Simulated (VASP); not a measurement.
# Ge2Sb2O (P4/mmm) in VASP: further runs

The runs below take Ge2Sb2O through relaxation of cell and atoms, single point, with PBE.

All numbers are computed with VASP 6.6.1; they aren't measurements. Logs are shortened: lines on timing, memory, paths and dates and some standing lists are left out, and cuts for length are marked.

## (1) The cell of the first run

The structure is tetragonal, space group P4/mmm (No. 123). Conventional cell: a = 3.064 Å, b = 3.064 Å, c = 11.253 Å, α = 90.00°, β = 90.00°, γ = 90.00°. Ge (site symmetry 4/mmm) has 2 Sb at 2.80 Å and 4 Ge at 3.06 Å within 3.7 Å. Ge (site symmetry 4/mmm) has 4 O at 2.17 Å and 2 Sb at 2.82 Å within 2.9 Å. Within 3.7 Å of Sb (site symmetry 4mm) lie 2 Ge at 2.80 to 2.82 Å and 4 Sb at 3.06 Å and 4 O at 3.56 Å. O (site symmetry 4/mmm) has 4 Ge at 2.17 Å within 2.9 Å.

The cell was built from a structure type or drawn by symmetry, and may not be a known phase.

## (2) Relaxation of cell and atoms, PBE

INCAR

```
SYSTEM = Ge2Sb2O
ALGO = Normal ; EDIFF = 1E-7
EDIFFG = -0.04 ; ENCUT = 600
GGA = PE ; GGA_COMPAT = .False.
IBRION = 2 ; ISIF = 3
ISMEAR = 0 ; LASPH = .True.
LCHARG = .False. ; LREAL = .False.
LWAVE = .False. ; NELM = 120
NELMIN = 4 ; NSW = 90
PREC = Accurate ; SIGMA = 0.1
```

KPOINTS

```
k-points
0
Gamma
  6 6 2
  0 0 0
```

POSCAR

```
Ge2Sb2O
1.0
    3.0638052625      0.0000000000      0.0000000000
    0.0000000000      3.0638052625      0.0000000000
    0.0000000000      0.0000000000     11.2530714019
Ge Sb O
2 2 1
Direct
    0.5000000000      0.5000000000      0.5000000000
    0.5000000000      0.5000000000      0.0000000000
    0.5000000000      0.5000000000      0.7490593166
    0.5000000000      0.5000000000      0.2509406834
    0.0000000000      0.0000000000      0.0000000000
```

Potentials or basis: VASP PAW PBE potentials, release 64 (Ge_d, Sb, O).

Command:

```
cat potpaw_PBE.64/Ge_d/POTCAR potpaw_PBE.64/Sb/POTCAR potpaw_PBE.64/O/POTCAR > POTCAR
mpirun -np 1 vasp_std > vasp.out
```

OUTCAR:

```text
SYSTEM = Ge2Sb2O
   EDIFF = 1E-7
   EDIFFG = -0.04
   ENCUT = 600
   GGA = PE
   IBRION = 2
   ISIF = 3
   ISMEAR = 0
   LASPH = .True.
   LREAL = .False.
   NELM = 120
   NELMIN = 4
   NSW = 90
   PREC = Accurate

 ion  position               nearest neighbor table
   1  0.500  0.500  0.500-   3 2.80   4 2.80
   2  0.500  0.500  0.000-   5 2.17   5 2.17   5 2.17   5 2.17   3 2.82   4 2.82
   3  0.500  0.500  0.749-   1 2.80   2 2.82
   4  0.500  0.500  0.251-   1 2.80   2 2.82
   5  0.000  0.000  0.000-   2 2.17   2 2.17   2 2.17   2 2.17

  LATTYP: Found a simple tetragonal cell.
 ALAT       =     3.0638052625
 C/A-ratio  =     3.6729068716

  Lattice vectors:

 A1 = (   3.0638052625,   0.0000000000,   0.0000000000)
 A2 = (   0.0000000000,   3.0638052625,   0.0000000000)
 A3 = (   0.0000000000,   0.0000000000,  11.2530714019)

Analysis of symmetry for initial positions (statically):
=====================================================================
 Subroutine PRICEL returns:
 Original cell was already a primitive cell.

 Routine SETGRP: Setting up the symmetry group for a
 simple tetragonal supercell.

 Subroutine GETGRP returns: Found 16 space group operations
 (whereof 16 operations were pure point group operations)
 out of a pool of 16 trial point group operations.

The static configuration has the point symmetry D_4h.

Analysis of symmetry for dynamics (positions and initial velocities):
=====================================================================
 Subroutine PRICEL returns:
 Original cell was already a primitive cell.

 Routine SETGRP: Setting up the symmetry group for a
 simple tetragonal supercell.

 Subroutine GETGRP returns: Found 16 space group operations
 (whereof 16 operations were pure point group operations)
 out of a pool of 16 trial point group operations.

The dynamic configuration has the point symmetry D_4h.

 Subroutine INISYM returns: Found 16 space group operations
 (whereof 16 operations are pure point group operations),
 and found     1 'primitive' translations

----------------------------------------------------------------------------------------

                                     Primitive cell

  volume of cell :     105.6315

  direct lattice vectors                    reciprocal lattice vectors
     3.063805262  0.000000000  0.000000000     0.326391502  0.000000000  0.000000000
     0.000000000  3.063805262  0.000000000     0.000000000  0.326391502  0.000000000
     0.000000000  0.000000000 11.253071402     0.000000000  0.000000000  0.088864628

  length of vectors
     3.063805262  3.063805262 11.253071402     0.326391502  0.326391502  0.088864628

  position of ions in fractional coordinates (direct lattice)
     0.500000000  0.500000000  0.500000000
     0.500000000  0.500000000  0.000000000
     0.500000000  0.500000000  0.749059317
     0.500000000  0.500000000  0.250940683
     0.000000000  0.000000000  0.000000000

  ion indices of the primitive-cell ions
   primitive index   ion index
                 1           1
                 2           2
                 3           3
                 4           4
                 5           5

----------------------------------------------------------------------------------------

 KPOINTS: k-points

Automatic generation of k-mesh.
 Grid dimensions read from file:
 generate k-points for:    6    6    2

 Generating k-lattice:

  Cartesian coordinates                     Fractional coordinates (reciprocal lattice)
     0.054398584  0.000000000  0.000000000     0.166666667  0.000000000  0.000000000
     0.000000000  0.054398584  0.000000000     0.000000000  0.166666667  0.000000000
     0.000000000  0.000000000  0.044432314     0.000000000  0.000000000  0.500000000

  Length of vectors
     0.054398584  0.054398584  0.044432314

  Shift w.r.t. Gamma in fractional coordinates (k-lattice)
     0.000000000  0.000000000  0.000000000

 Subroutine IBZKPT returns following result:
 ===========================================

 Found     20 irreducible k-points:

 Following reciprocal coordinates:
            Coordinates               Weight
  0.000000  0.000000  0.000000      1.000000
  0.166667  0.000000  0.000000      4.000000
  0.333333  0.000000  0.000000      4.000000
  0.500000  0.000000  0.000000      2.000000
  0.166667  0.166667  0.000000      4.000000
  0.333333  0.166667  0.000000      8.000000
[... 12 lines left out ...]
  0.500000  0.333333  0.500000      4.000000
  0.500000  0.500000  0.500000      1.000000
   k-points           NKPTS =     20   k-points in BZ     NKDIM =     20   number of bands    NBANDS=     26
   number of dos      NEDOS =    301   number of ions     NIONS =      5
   total plane-waves  NPLWV =  51840
   dimension x,y,z NGX =    24 NGY =   24 NGZ =   90
   dimension x,y,z NGXF=    48 NGYF=   48 NGZF=  180
   ions per type =               2   2   1
   NGX,Y,Z   is equivalent  to a cutoff of  13.02, 13.02, 13.30 a.u.
   NGXF,Y,Z  is equivalent  to a cutoff of  26.05, 26.05, 26.59 a.u.
 SYSTEM =  Ge2Sb2O
   PREC   = accura    normal or accurate (medium, high low for compatibility)
   ISTART =      0    job   : 0-new  1-cont  2-samecut
   ICHARG =      2    charge: 1-file 2-atom 10-const
   ISPIN  =      1    spin polarized calculation?
   LNONCOLLINEAR =      F non collinear calculations
   LSORBIT =      F    spin-orbit coupling
   LASPH  =      T    aspherical Exc in radial PAW
   ENCUT  =  600.0 eV  44.10 Ry    6.64 a.u.   6.12  6.12 22.48*2*pi/ulx,y,z
   NELM   =    120;   NELMIN=  4; NELMDL= -5     # of ELM steps
   EDIFF  = 0.1E-06   stopping-criterion for ELM
   LREAL  =      F    real-space projection
   EDIFFG = -.4E-01   stopping-criterion for IOM
   NSW    =     90    number of steps for IOM
   IBRION =      2    ionic relax: 0-MD 1-quasi-New 2-CG
   NFREE  =      1    steps in history (QN), initial steepest desc. (CG)
   ISIF   =      3    stress and relaxation
   ISYM   =      2    0-nonsym 1-usesym 2-fastsym
   POTIM  = 0.5000    time-step for ionic-motion
   TEBEG  =    0.0;   TEEND  =   0.0 temperature during run
   PSTRESS=    0.0 pullay stress
   NELECT =      44.0000    total number of electrons
   NUPDOWN=      -1.0000    fix difference up-down
   EMIN   =  10.00;   EMAX   =-10.00  energy-range for DOS
   EFERMI =   0.00;   METHOD = LEGACY
   ISMEAR =     0;   SIGMA  =   0.10  broadening in eV -4-tet -1-fermi 0-gaus
   EFERMI_NEDOS =   21; number of points for ismear=-14 and -15
   IALGO  =     38    algorithm
   IMIX   =      4    mixing-type and parameters
     AMIX     =   0.40;   BMIX     =  1.00
     AMIX_MAG =   1.60;   BMIX_MAG =  1.00
  volume/ion in A,a.u.               =      21.13       142.57
  Fermi-wavevector in a.u.,A,eV,Ry     =   1.222629  2.310433 20.338274  1.494821
  Thomas-Fermi vector in A             =   2.357769
   LORBIT       =      0    0 simple, 1 ext, 2 COOP (PROOUT), +10 PAW based schemes
   GGA     = PE    functional components
   LHFCALC =     F    Hartree Fock is set to
   AEXX    =    0.0000 exact exchange contribution
   IVDW    =     0    specifies the selected vdW correction
   LEPSILON=     F    determine dielectric tensor
   LRPA    =     F    only Hartree local field effects (RPA)
 conjugate gradient relaxation of ions
 non-spin polarized calculation
 Gauss-broadening in eV      SIGMA  =   0.10
  energy-cutoff  :      600.00
  volume of cell :      105.63
 maximum number of plane-waves:      3576
   NGX = 13   NGY = 13   NGZ = 45

--------------------------------------- Ionic step        1  -------------------------------------------

 number of electron      43.9999999 magnetization

 Free energy of the ion-electron system (eV)
  ---------------------------------------------------
  ext. energy  EPLUGINS =         0.00000000
  ---------------------------------------------------
  free energy    TOTEN  =       -23.12444084 eV

  energy without entropy =      -23.10862025  energy(sigma->0) =      -23.11653055

------------------------ aborting loop because EDIFF is reached ----------------------------------------

  FORCE on cell =-STRESS in cart. coord.  units (eV):
  Direction    XX          YY          ZZ          XY          YZ          ZX
  --------------------------------------------------------------------------------------
  -------------------------------------------------------------------------------------
  Total       -1.2505907     -1.2505907      4.4435332      0.0000000     -0.0000000      0.0000000
  in kB      -18.9684734    -18.9684734     67.3977848      0.0000000     -0.0000000      0.0000000
  external PRESSURE =       9.8202793 kB  Pullay stress =       0.0000000 kB

 VOLUME and BASIS-vectors are now :
 -----------------------------------------------------------------------------
  energy-cutoff  :      600.00
  volume of cell :      105.63
      direct lattice vectors                 reciprocal lattice vectors
     3.063805262  0.000000000  0.000000000     0.326391502  0.000000000  0.000000000
     0.000000000  3.063805262  0.000000000     0.000000000  0.326391502  0.000000000
     0.000000000  0.000000000 11.253071402     0.000000000  0.000000000  0.088864628
[... 274 lines left out ...]
 POSITION                                       TOTAL-FORCE (eV/Angst)
 -----------------------------------------------------------------------------------
      1.51761      1.51761      5.84968        -0.000000      0.000000      0.000000
      1.51761      1.51761      0.00000        -0.000000      0.000000      0.000000
      1.51761      1.51761      8.80803         0.000000     -0.000000      0.027086
      1.51761      1.51761      2.89133        -0.000000      0.000000     -0.027086
      3.03522      0.00000      0.00000        -0.000000      0.000000      0.000000
 -----------------------------------------------------------------------------------
    total drift:                                0.000000     -0.000000     -0.000000

  FREE ENERGIE OF THE ION-ELECTRON SYSTEM (eV)
  ---------------------------------------------------
  free  energy   TOTEN  =       -23.2441064896 eV

  energy  without entropy=      -23.2326864394  energy(sigma->0) =      -23.23839646

--------------------------------------- Ionic step        9  -------------------------------------------

 number of electron      43.9999991 magnetization

 Free energy of the ion-electron system (eV)
  ---------------------------------------------------
  ext. energy  EPLUGINS =         0.00000000
  ---------------------------------------------------
  free energy    TOTEN  =       -23.24449087 eV

  energy without entropy =      -23.23370814  energy(sigma->0) =      -23.23909951

 E-fermi :   6.2982     XC(G=0): -10.1944

 val. band max:        6.2656864658   @ k =   0.3333   0.1667   0.5000
 cond. band min:       6.3520253502   @ k =   0.5000   0.1667   0.5000
 fundamental gap:      0.0863388844
 Fermi energy:         6.2981555337

 k-point     1 :       0.0000    0.0000    0.0000
  band No.  band energies     occupation
      1     -18.7088      2.00000
      2     -18.6504      2.00000
      3     -18.6185      2.00000
      4     -18.5624      2.00000
      5     -18.5624      2.00000
      6     -18.0638      2.00000
[... 18 lines left out ...]
     25      10.8939      0.00000
     26      11.9458      0.00000
[... 571 lines left out ...]
 POSITION                                       TOTAL-FORCE (eV/Angst)
 -----------------------------------------------------------------------------------
      1.51586      1.51586      5.84966         0.000000      0.000000      0.000000
      1.51586      1.51586     11.69931         0.000000      0.000000      0.000000
      1.51586      1.51586      8.81371        -0.000000      0.000000     -0.002464
      1.51586      1.51586      2.88560         0.000000     -0.000000      0.002464
      0.00000     -0.00000     11.69931         0.000000      0.000000      0.000000
 -----------------------------------------------------------------------------------
    total drift:                                0.000000     -0.000000     -0.000000

  FREE ENERGIE OF THE ION-ELECTRON SYSTEM (eV)
  ---------------------------------------------------
  free  energy   TOTEN  =       -23.2444908723 eV

  energy  without entropy=      -23.2337081425  energy(sigma->0) =      -23.23909951

 reached required accuracy - stopping structural energy minimisation
```

It took 2.7 min on 1 thread of Intel Xeon 6975P-C (Granite Rapids), shared host; peak memory 0.27 GiB.

What came out:

```
Free energy                           : -23.2445 eV
Relaxed volume                        : 21.51 Å³/atom
Relaxed cell                          : a = 3.032 Å, b = 3.032 Å, c = 11.699 Å, α = 90.00°, β = 90.00°, γ = 90.00°
Space group after relaxing (to 0.1 Å) : P4/mmm (No. 123)
Energy gained by relaxing             : 24.0 meV/atom
Ionic steps                           : 9
Pressure after relaxing               : 0.0 GPa
Band gap on the k mesh                : zero (bands 22 and 23 overlap by 5.33 eV)
```

Forces in eV/Å, atoms in the order of the input:
```
Ge   0.000  0.000  0.000
Ge   0.000  0.000  0.000
Sb   0.000  0.000 -0.002
Sb   0.000  0.000  0.002
O    0.000  0.000  0.000
```

Step by step:
```tsv
step	energy change (eV)	largest force (eV/Å)	pressure (GPa)	volume (Å³)
1	0.0000	0.3862	0.98	105.63
2	-0.1149	0.1400	0.09	107.52
3	-0.1152	0.1477	0.10	107.43
4	-0.1152	0.1510	0.11	107.40
5	-0.1171	0.1188	-0.05	107.61
6	-0.1182	0.0224	-0.50	108.22
7	-0.1186	0.0546	-0.37	108.02
8	-0.1197	0.0271	-0.19	107.78
9	-0.1201	0.0025	0.00	107.53
```

Final structure:
```
Ge Sb O
1.0
     3.03173    0.00000    0.00000
     0.00000    3.03173    0.00000
     0.00000    0.00000   11.69931
Ge Sb O
2 2 1
Direct
  0.50000 0.50000 0.50000
  0.50000 0.50000 0.00000
  0.50000 0.50000 0.75335
  0.50000 0.50000 0.24665
  0.00000 0.00000 0.00000
```

Levels at points of the mesh, in eV from the Fermi level:
| k point | band 20 | band 21 | band 22 | band 23 | band 24 | band 25 |
| --- | --- | --- | --- | --- | --- | --- |
| (0.00, 0.00, 0.00) | -0.91 | 1.26 | 4.30 | 4.30 | 4.60 | 4.60 |
| (0.50, 0.00, 0.00) | -3.03 | -2.57 | -0.39 | 1.59 | 1.61 | 2.61 |
| (0.50, 0.50, 0.00) | -2.83 | -2.76 | -2.76 | -1.03 | -0.49 | -0.49 |
| (0.00, 0.00, 0.50) | -1.15 | 2.61 | 3.89 | 4.29 | 4.29 | 4.60 |
| (0.50, 0.00, 0.50) | -2.30 | -1.99 | -1.71 | 1.34 | 1.41 | 4.27 |
| (0.50, 0.50, 0.50) | -2.89 | -2.64 | -2.64 | -0.52 | -0.52 | 0.51 |

Caveat: spin-orbit coupling is left out, which moves the levels of the heavy elements.

(Part 1 of 2 ends here.)
